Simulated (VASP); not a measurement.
# B5P5H2 in VASP: single point with PBE

Aim: the single point of B5P5H2 with PBE.

All numbers are computed with VASP 6.6.1; they aren't measurements. Logs are shortened: lines on timing, memory, paths and dates and some standing lists are left out, and cuts for length are marked.

## Step 1: The cell of the first run

The cell holds a wire or tube with vacuum around it, 12 atoms: a = 23.700 Å, b = 9.300 Å, c = 3.219 Å, α = 90.00°, β = 90.00°, γ = 90.00°.

## Step 2: Single point, PBE, collinear spin

File INCAR:

```
SYSTEM = B5P5H2
  PREC = Accurate
  ENCUT = 520
  EDIFF = 1E-6
  ISMEAR = 0
  SIGMA = 0.05
  LREAL = .FALSE.
  LASPH = .TRUE.
  NELM = 150
  ALGO = Normal
  ISIF = 2
  LWAVE = .FALSE.
  LCHARG = .FALSE.
  ISPIN = 2
  MAGMOM = 1 0 0 0 1 1 0 0 0 1 0 0
  LORBIT = 11
  GGA = PE
  NBANDS = 37
```

File KPOINTS:

```
regular mesh
0
G
  1 1 17
  0 0 0
```

File POSCAR:

```
B5P5H2
1.0
   23.7000000000      0.0000000000      0.0000000000
    0.0000000000      9.3000000000      0.0000000000
    0.0000000000      0.0000000000      3.2194799464
B P H
5 5 2
Direct
    0.2888220553      0.5000000000      0.5000000000
    0.4063493711      0.5000000000      1.0000000000
    0.5238042638      0.5000000000      0.5000000000
    0.6413803514      0.5000000000      1.0000000000
    0.7589318460      0.5000000000      0.5000000000
    0.2522573428      0.5000000000      0.0000000000
    0.3675946689      0.5000000000      0.5000000000
    0.4847916724      0.5000000000      0.0000000000
    0.6022591513      0.5000000000      0.5000000000
    0.7201756358      0.5000000000      0.0000000000
    0.8093739381      0.5000000000      0.5000000000
    0.1927829099      0.5000000000      1.0000000000
```

Potentials or basis: VASP PAW PBE potentials, release 64 (B, P, H).

Launch:

```
cat potpaw_PBE.64/B/POTCAR potpaw_PBE.64/P/POTCAR potpaw_PBE.64/H/POTCAR > POTCAR
mpirun -np 1 vasp_std > vasp.out
```

OUTCAR:

```text
SYSTEM = B5P5H2
   PREC = Accurate
   ENCUT = 520
   EDIFF = 1E-6
   ISMEAR = 0
   LREAL = .FALSE.
   LASPH = .TRUE.
   NELM = 150
   ISIF = 2
   ISPIN = 2
   LORBIT = 11
   GGA = PE

 ion  position               nearest neighbor table
   1  0.289  0.500  0.500-   6 1.83   6 1.83   7 1.87
   2  0.406  0.500  0.000-   7 1.85   7 1.85   8 1.86
   3  0.524  0.500  0.500-   8 1.86   8 1.86   9 1.86
   4  0.641  0.500  0.000-   9 1.86   9 1.86  10 1.87
   5  0.759  0.500  0.500-  11 1.20  10 1.85  10 1.85
   6  0.252  0.500  0.000-  12 1.41   1 1.83   1 1.83
   7  0.368  0.500  0.500-   2 1.85   2 1.85   1 1.87
   8  0.485  0.500  0.000-   3 1.86   3 1.86   2 1.86
   9  0.602  0.500  0.500-   4 1.86   4 1.86   3 1.86
  10  0.720  0.500  0.000-   5 1.85   5 1.85   4 1.87
  11  0.809  0.500  0.500-   5 1.20
  12  0.193  0.500  0.000-   6 1.41

  LATTYP: Found a simple orthorhombic cell.
 ALAT       =     3.2194799464
 B/A-ratio  =     2.8886652984
 C/A-ratio  =     7.3614373733

  Lattice vectors:

 A1 = (   0.0000000000,   0.0000000000,  -3.2194799464)
 A2 = (   0.0000000000,   9.3000000000,   0.0000000000)
 A3 = (  23.7000000000,   0.0000000000,   0.0000000000)

Analysis of symmetry for initial positions (statically):
=====================================================================
 Subroutine PRICEL returns:
 Original cell was already a primitive cell.

 Routine SETGRP: Setting up the symmetry group for a
 simple orthorhombic supercell.

 Subroutine GETGRP returns: Found  4 space group operations
 (whereof  4 operations were pure point group operations)
 out of a pool of  8 trial point group operations.

The static configuration has the point symmetry C_2v.

Analysis of symmetry for dynamics (positions and initial velocities):
=====================================================================
 Subroutine PRICEL returns:
 Original cell was already a primitive cell.

 Routine SETGRP: Setting up the symmetry group for a
 simple orthorhombic supercell.

 Subroutine GETGRP returns: Found  4 space group operations
 (whereof  4 operations were pure point group operations)
 out of a pool of  8 trial point group operations.

The dynamic configuration has the point symmetry C_2v.

Analysis of structural, dynamic, and magnetic symmetry:
=====================================================================
 Subroutine PRICEL returns:
 Original cell was already a primitive cell.

 Routine SETGRP: Setting up the symmetry group for a
 simple orthorhombic supercell.

 Subroutine GETGRP returns: Found  4 space group operations
 (whereof  4 operations were pure point group operations)
 out of a pool of  8 trial point group operations.

The overall configuration has the point symmetry C_2v.

 Subroutine INISYM returns: Found  4 space group operations
 (whereof  4 operations are pure point group operations),
 and found     1 'primitive' translations

----------------------------------------------------------------------------------------

                                     Primitive cell

  volume of cell :     709.6056

  direct lattice vectors                    reciprocal lattice vectors
    23.700000000  0.000000000  0.000000000     0.042194093  0.000000000  0.000000000
     0.000000000  9.300000000  0.000000000     0.000000000  0.107526882  0.000000000
     0.000000000  0.000000000  3.219479946     0.000000000  0.000000000  0.310609172

  length of vectors
    23.700000000  9.300000000  3.219479946     0.042194093  0.107526882  0.310609172

  position of ions in fractional coordinates (direct lattice)
     0.288822055  0.500000000  0.500000000
     0.406349371  0.500000000  0.000000000
     0.523804264  0.500000000  0.500000000
     0.641380351  0.500000000  0.000000000
     0.758931846  0.500000000  0.500000000
     0.252257343  0.500000000  0.000000000
     0.367594669  0.500000000  0.500000000
     0.484791672  0.500000000  0.000000000
     0.602259151  0.500000000  0.500000000
     0.720175636  0.500000000  0.000000000
     0.809373938  0.500000000  0.500000000
     0.192782910  0.500000000  0.000000000

  ion indices of the primitive-cell ions
   primitive index   ion index
                 1           1
                 2           2
                 3           3
                 4           4
                 5           5
                 6           6
                 7           7
                 8           8
                 9           9
                10          10
                11          11
                12          12

----------------------------------------------------------------------------------------

 KPOINTS: regular mesh

Automatic generation of k-mesh.
 Grid dimensions read from file:
 generate k-points for:    1    1   17

 Generating k-lattice:

  Cartesian coordinates                     Fractional coordinates (reciprocal lattice)
     0.042194093  0.000000000  0.000000000     1.000000000  0.000000000  0.000000000
     0.000000000  0.107526882  0.000000000     0.000000000  1.000000000  0.000000000
     0.000000000  0.000000000  0.018271128     0.000000000  0.000000000  0.058823529

  Length of vectors
     0.042194093  0.107526882  0.018271128

  Shift w.r.t. Gamma in fractional coordinates (k-lattice)
     0.000000000  0.000000000  0.000000000

 Subroutine IBZKPT returns following result:
 ===========================================

 Found      9 irreducible k-points:

 Following reciprocal coordinates:
            Coordinates               Weight
  0.000000  0.000000  0.000000      1.000000
  0.000000  0.000000  0.058824      2.000000
  0.000000  0.000000  0.117647      2.000000
  0.000000  0.000000  0.176471      2.000000
  0.000000  0.000000  0.235294      2.000000
  0.000000  0.000000  0.294118      2.000000
  0.000000  0.000000  0.352941      2.000000
  0.000000  0.000000  0.411765      2.000000
  0.000000  0.000000  0.470588      2.000000
   k-points           NKPTS =      9   k-points in BZ     NKDIM =      9   number of bands    NBANDS=     37
   number of dos      NEDOS =    301   number of ions     NIONS =     12
   total plane-waves  NPLWV = 302400
   dimension x,y,z NGX =   180 NGY =   70 NGZ =   24
   dimension x,y,z NGXF=   360 NGYF=  140 NGZF=   48
   ions per type =               5   5   2
   NGX,Y,Z   is equivalent  to a cutoff of  12.63, 12.51, 12.39 a.u.
   NGXF,Y,Z  is equivalent  to a cutoff of  25.25, 25.03, 24.79 a.u.
 SYSTEM =  B5P5H2
   PREC   = accura    normal or accurate (medium, high low for compatibility)
   ISTART =      0    job   : 0-new  1-cont  2-samecut
   ICHARG =      2    charge: 1-file 2-atom 10-const
   ISPIN  =      2    spin polarized calculation?
   LNONCOLLINEAR =      F non collinear calculations
   LSORBIT =      F    spin-orbit coupling
   LASPH  =      T    aspherical Exc in radial PAW
   ENCUT  =  520.0 eV  38.22 Ry    6.18 a.u.  44.07 17.29  5.99*2*pi/ulx,y,z
   NELM   =    150;   NELMIN=  2; NELMDL= -5     # of ELM steps
   EDIFF  = 0.1E-05   stopping-criterion for ELM
   LREAL  =      F    real-space projection
   EDIFFG = 0.1E-04   stopping-criterion for IOM
   NSW    =      0    number of steps for IOM
   IBRION =     -1    ionic relax: 0-MD 1-quasi-New 2-CG
   NFREE  =      0    steps in history (QN), initial steepest desc. (CG)
   ISIF   =      2    stress and relaxation
   ISYM   =      2    0-nonsym 1-usesym 2-fastsym
   POTIM  = 0.5000    time-step for ionic-motion
   TEBEG  =    0.0;   TEEND  =   0.0 temperature during run
   PSTRESS=    0.0 pullay stress
   NELECT =      42.0000    total number of electrons
   NUPDOWN=      -1.0000    fix difference up-down
   EMIN   =  10.00;   EMAX   =-10.00  energy-range for DOS
   EFERMI =   0.00;   METHOD = LEGACY
   ISMEAR =     0;   SIGMA  =   0.05  broadening in eV -4-tet -1-fermi 0-gaus
   EFERMI_NEDOS =   21; number of points for ismear=-14 and -15
   IALGO  =     38    algorithm
   IMIX   =      4    mixing-type and parameters
     AMIX     =   0.40;   BMIX     =  1.00
     AMIX_MAG =   1.60;   BMIX_MAG =  1.00
  volume/ion in A,a.u.               =      59.13       399.05
  Fermi-wavevector in a.u.,A,eV,Ry     =   0.637997  1.205640  5.538125  0.407041
  Thomas-Fermi vector in A             =   1.703191
   LORBIT       =     11    0 simple, 1 ext, 2 COOP (PROOUT), +10 PAW based schemes
   GGA     = PE    functional components
   LHFCALC =     F    Hartree Fock is set to
   AEXX    =    0.0000 exact exchange contribution
   IVDW    =     0    specifies the selected vdW correction
   LEPSILON=     F    determine dielectric tensor
   LRPA    =     F    only Hartree local field effects (RPA)
 spin polarized calculation
 Gauss-broadening in eV      SIGMA  =   0.05
  energy-cutoff  :      520.00
  volume of cell :      709.61
 maximum number of plane-waves:     19166
 NGX is ok and might be reduce to   180
   NGX = 89   NGY = 35   NGZ = 11

 number of electron      41.9999992 magnetization       0.0000114

 Free energy of the ion-electron system (eV)
  ---------------------------------------------------
  ext. energy  EPLUGINS =         0.00000000
  ---------------------------------------------------
  free energy    TOTEN  =       -67.13978382 eV

  energy without entropy =      -67.13978382  energy(sigma->0) =      -67.13978382

 E-fermi :  -2.7638     XC(G=0):  -3.0739

 val. band max:       -3.0436038407   @ k =   0.0000   0.0000   0.3529
 cond. band min:      -1.8027865891   @ k =   0.0000   0.0000   0.4118
 fundamental gap:      1.2408172517
 Fermi energy:        -2.7637984038

 spin component 1

 k-point     1 :       0.0000    0.0000    0.0000
  band No.  band energies     occupation
      1     -16.4217      1.00000
      2     -16.0850      1.00000
      3     -15.5237      1.00000
      4     -14.8075      1.00000
      5     -14.0825      1.00000
      6     -10.8781      1.00000
[... 313 lines left out ...]
     32       3.0456      0.00000
     33       3.8570      0.00000
 Fermi energy:        -2.7637984038

 spin component 2

 k-point     1 :       0.0000    0.0000    0.0000
  band No.  band energies     occupation
      1     -16.4217      1.00000
      2     -16.0850      1.00000
      3     -15.5237      1.00000
      4     -14.8075      1.00000
      5     -14.0825      1.00000
      6     -10.8781      1.00000
[... 313 lines left out ...]
     32       3.0460      0.00000
     33       3.8564      0.00000
 [bands above 33 left out]

------------------------ aborting loop because EDIFF is reached ----------------------------------------

  FORCE on cell =-STRESS in cart. coord.  units (eV):
  Direction    XX          YY          ZZ          XY          YZ          ZX
  --------------------------------------------------------------------------------------
  -------------------------------------------------------------------------------------
  Total       -0.2951534     -0.0220269     -0.2680549      0.0000000      0.0000000      0.0000000
  in kB       -0.6664098     -0.0497333     -0.6052255      0.0000000      0.0000000      0.0000000
  external PRESSURE =      -0.4404562 kB  Pullay stress =       0.0000000 kB

 VOLUME and BASIS-vectors are now :
 -----------------------------------------------------------------------------
  energy-cutoff  :      520.00
  volume of cell :      709.61
      direct lattice vectors                 reciprocal lattice vectors
    23.700000000  0.000000000  0.000000000     0.042194093  0.000000000  0.000000000
     0.000000000  9.300000000  0.000000000     0.000000000  0.107526882  0.000000000
     0.000000000  0.000000000  3.219479946     0.000000000  0.000000000  0.310609172

 POSITION                                       TOTAL-FORCE (eV/Angst)
 -----------------------------------------------------------------------------------
      6.84508      4.65000      1.60974         0.003076      0.000000      0.000000
      9.63048      4.65000      0.00000        -0.000616      0.000000      0.000000
     12.41416      4.65000      1.60974        -0.000006      0.000000      0.000000
     15.20071      4.65000      0.00000         0.001164      0.000000      0.000000
     17.98668      4.65000      1.60974        -0.019109      0.000000      0.000000
      5.97850      4.65000      0.00000        -0.018309      0.000000      0.000000
      8.71199      4.65000      1.60974        -0.003756      0.000000      0.000000
     11.48956      4.65000      0.00000        -0.000162      0.000000      0.000000
     14.27354      4.65000      1.60974        -0.001055      0.000000      0.000000
     17.06816      4.65000      0.00000        -0.000483      0.000000      0.000000
     19.18216      4.65000      1.60974         0.006237      0.000000      0.000000
      4.56895      4.65000      0.00000         0.033020      0.000000      0.000000
 -----------------------------------------------------------------------------------
    total drift:                                0.000032     -0.000000      0.000000

  FREE ENERGIE OF THE ION-ELECTRON SYSTEM (eV)
  ---------------------------------------------------
  free  energy   TOTEN  =       -67.1397838154 eV

  energy  without entropy=      -67.1397838154  energy(sigma->0) =      -67.13978382

 total charge

# of ion       s       p       d       tot
------------------------------------------
    1        0.697   1.262   0.000   1.959
    2        0.697   1.244   0.000   1.941
    3        0.698   1.242   0.000   1.939
    4        0.699   1.235   0.000   1.934
    5        0.721   1.215   0.000   1.936
    6        0.979   1.651   0.000   2.630
    7        0.988   1.624   0.000   2.612
    8        0.990   1.621   0.000   2.611
    9        0.991   1.621   0.000   2.611
   10        0.993   1.627   0.000   2.620
   11        0.605   0.022   0.000   0.627
   12        0.563   0.025   0.000   0.588
--------------------------------------------------
tot          9.620  14.389   0.000  24.009

 magnetization (x)

# of ion       s       p       d       tot
------------------------------------------
    1       -0.000  -0.000   0.000  -0.000
    2        0.000   0.000   0.000   0.000
    3        0.000   0.000   0.000   0.000
    4        0.000   0.000   0.000   0.000
    5       -0.000  -0.000   0.000  -0.000
    6       -0.000  -0.000   0.000  -0.000
    7        0.000   0.000   0.000   0.000
    8        0.000   0.000   0.000   0.000
    9        0.000   0.000   0.000   0.000
   10       -0.000  -0.000   0.000  -0.000
   11       -0.000  -0.000   0.000  -0.000
   12       -0.000  -0.000   0.000  -0.000
--------------------------------------------------
tot         -0.000   0.000   0.000  -0.000
```

It took 14 min on 1 thread of Intel Xeon Platinum 8488C (Sapphire Rapids), shared host; peak memory 1.1 GiB.

What came out:

```yaml
Free_energy: -67.1398 eV
Largest_force: 0.033 eV/Å
Band_gap_on_the_k_mesh: 1.24 eV (least direct gap 1.27 eV)
Net_moment: 0.00 μB per cell
Valence_electrons_inside_the_program's_atomic_spheres: B 1.96, 1.94, 1.93 (each value once); P 2.63, 2.61, 2.62 (each value once); H 0.63, 0.59
```

Forces on the atoms (eV/Å):
```
B    0.003  0.000  0.000
B   -0.001  0.000  0.000
B    0.000  0.000  0.000
B    0.001  0.000  0.000
B   -0.019  0.000  0.000
P   -0.018  0.000  0.000
P   -0.004  0.000  0.000
P    0.000  0.000  0.000
P   -0.001  0.000  0.000
P    0.000  0.000  0.000
H    0.006  0.000  0.000
H    0.033  0.000  0.000
```
